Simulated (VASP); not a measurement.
The system is CdF2.

```xyz
3
Lattice="0.0000 2.6548 2.6548 2.6548 0.0000 2.6548 2.6548 2.6548 0.0000" Properties=species:S:1:pos:R:3 pbc="T T T"
Cd    0.0000    0.0000    0.0000
F     3.9823    3.9823    3.9823
F     1.3274    1.3274    1.3274
```

Base run:

- Program: VASP 6.6.1
- Functional: PBEsol
- Potentials or basis: VASP PAW PBE potentials, release 64 (Cd, F)
- Cutoff: 520 eV
- k mesh: 9 × 9 × 9
- Occupations: fermi-dirac, width 0.05 eV
- Spin: no spin polarisation

Its results: band gap on the k mesh 3.08 eV, indirect (least direct gap 3.48 eV); pressure 6.0 GPa.

**Question.** The run is repeated on the same cell with these changes: potentials or basis from VASP PAW PBE potentials, release 64 (Cd, F) to VASP PAW PBE potentials, release 64 (Cd_sv_GW, F); cutoff from 520 eV to 600 eV; further incar settings from ALGO = Normal; EDIFF = 1e-07; NBANDS = 20 to ALGO = Normal; EDIFF = 1e-06; NBANDS = 24; valence electrons from 26 to 34. What comes out?

**Answer.** Band gap on the k mesh 3.10 eV, indirect (least direct gap 3.50 eV); pressure 4.3 GPa.

Caveats: the PAW data sets were made with another functional, which shifts forces and pressure a little.

A k mesh can miss the band edges.
